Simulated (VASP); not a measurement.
Input of a VASP 6.6.1 run:

The input INCAR:

```
  PREC = Accurate
  ENCUT = 600
  EDIFF = 1E-7
  ISMEAR = 0
  SIGMA = 0.1
  LREAL = False
  LASPH = True
  NELM = 100
  ALGO = Normal
  ISIF = 3
  LWAVE = False
  LCHARG = False
  GGA = PE
  IBRION = 2
  NSW = 90
  EDIFFG = -0.04
```

Contents of KPOINTS:

```
Automatic mesh
0
Gamma
  3 3 4
```

POSCAR

```
CsMg2Br2
1.0
    5.9343773400      0.0000000000      0.0000000000
   -2.9671886700      5.1393215400      0.0000000000
    0.0000000000      0.0000000000      5.2210592400
Cs Mg Br
1 2 2
Direct
    0.0000000000      0.0000000000      0.5000000000
    0.3333333300      0.6666666700      0.5000000000
    0.6666666700      0.3333333300      0.5000000000
    0.3333333300      0.6666666700      0.0000000000
    0.6666666700      0.3333333300      0.0000000000
```

Potentials or basis: VASP PAW PBE potentials, release 64 (Cs_sv, Mg, Br).

The run is started by

```sh
$ cat potpaw_PBE.64/Cs_sv/POTCAR potpaw_PBE.64/Mg/POTCAR potpaw_PBE.64/Br/POTCAR > POTCAR
$ mpirun -np 1 vasp_std > vasp.out
```

(1) Estimate the relaxed volume.

(2) Estimate the relaxed cell.

## Answers

(1) 44.01 Å³/atom.

(2) a = 6.859 Å, b = 6.859 Å, c = 5.402 Å, α = 90.00°, β = 90.00°, γ = 120.00°.

Caveat: the k points lie up to 0.35 Å⁻¹ apart in the final cell; the volume moved by over 15 % at a fixed basis, so the end points are rough; an odd number of electrons without spin polarisation forces a metal; a magnetic or distorted state may lie lower.
